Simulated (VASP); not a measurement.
TaN: single point with PBEsol

The system is TaN.

```
CELL_PARAMETERS angstrom
2.92361 0.00000 0.00000
-1.46180 2.53192 0.00000
0.00000 0.00000 2.87156
ATOMIC_POSITIONS crystal
Ta 0.33333 0.66667 0.50000
N 0.00000 0.00000 0.00000
```

```yaml
Program: VASP 6.6.1
Task: single point
Functional: PBEsol
Potentials_or_basis: VASP PAW PBE potentials, release 64 (Ta_pv, N)
Cutoff: 520 eV
k_mesh: 9 × 9 × 8
Occupations: fermi-dirac, width 0.05 eV
Spin: no spin polarisation
Dipole_correction: no
Further_INCAR_settings: ALGO = Normal; EDIFF = 1e-07; NBANDS = 15
```

```yaml
Pressure: 0.8 GPa
Band_gap_on_the_k_mesh: zero (band 8 reaches 8.38 eV, above the bottom of band 9 at 8.13 eV)
```

Stress tensor (GPa, compression positive):
```
0.74 0.00 0.00
0.00 0.74 0.00
0.00 0.00 0.97
```

Levels at points of the mesh, in eV from the Fermi level:
| k point | band 5 | band 6 | band 7 | band 8 | band 9 | band 10 | band 11 | band 12 |
| --- | --- | --- | --- | --- | --- | --- | --- | --- |
| (0.00, 0.00, 0.00) | -4.69 | -4.69 | -4.37 | -3.00 | 2.25 | 3.58 | 3.58 | 3.98 |
| (0.00, 0.00, 0.50) | -9.54 | -3.86 | -3.86 | -0.18 | -0.18 | 2.39 | 3.27 | 3.27 |

Run time: 12 s on 1 thread of Intel(R) Xeon(R) Platinum 8375C CPU @ 2.90GHz (Ice Lake), on a shared host, peak memory 0.15 GiB.

Caveat: the PAW data sets were made with another functional, which shifts forces and pressure a little; spin-orbit coupling is left out, which moves the levels of the heavy elements.
